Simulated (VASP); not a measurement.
Wanted: the native input for a VASP 6.6.1 run.

- Task: single point
- Functional: PBE
- Potentials or basis: VASP PAW PBE potentials, release 64 (Hf_pv, Ta_pv, N)
- Cutoff: 520 eV
- k mesh: 12 × 12 × 10
- Occupations: gaussian, width 0.1 eV
- Spin: no spin polarisation
- Dipole correction: no
- Further INCAR settings: ALGO = Normal; EDIFF = 1e-07; NBANDS = 32

The structure of Hf2TaN3 lies in POSCAR:

```
Hf2TaN3
1.0
    4.6309118564      0.0000000000      0.0000000000
   -2.3154559282      4.0104873104      0.0000000000
    0.0000000000      0.0000000000      4.1914810838
Hf Ta N
2 1 3
Direct
    0.3333333333      0.6666666667      0.5000000000
    0.6666666667      0.3333333333      0.5000000000
    0.0000000000      0.0000000000      0.0000000000
    0.3333333333      0.6666666667      0.0000000000
    0.6666666667      0.3333333333      0.0000000000
    0.0000000000      0.0000000000      0.5000000000
```

The cell was generated, and may not be a known phase.

One way to write it, as run:

INCAR

```
SYSTEM = Hf2TaN3
  PREC = Accurate
  ENCUT = 520
  EDIFF = 1E-7
  ISMEAR = 0
  SIGMA = 0.1
  LREAL = .False.
  LASPH = .True.
  NELM = 80
  ALGO = Normal
  ISIF = 2
  LWAVE = .False.
  LCHARG = .False.
  GGA = PE
  NBANDS = 32
```

KPOINTS

```
regular mesh
0
Gamma
  12 12 10
  0 0 0
```

Potentials or basis: VASP PAW PBE potentials, release 64 (Hf_pv, Ta_pv, N).

The run is started by

```console
$ cat potpaw_PBE.64/Hf_pv/POTCAR potpaw_PBE.64/Ta_pv/POTCAR potpaw_PBE.64/N/POTCAR > POTCAR
$ mpirun -np 1 vasp_std > vasp.out
```

Results of the run:

| Property | Result |
| --- | --- |
| Pressure | -0.6 GPa |
| Band gap on the k mesh | zero (bands 23 and 24 overlap by 2.17 eV) |

Caveat: spin-orbit coupling is left out, which moves the levels of the heavy elements.

It took 2.9 min on 1 thread of AMD EPYC 9R45 96-Core Processor (Zen 5) (shared host), peak memory 0.36 GiB.
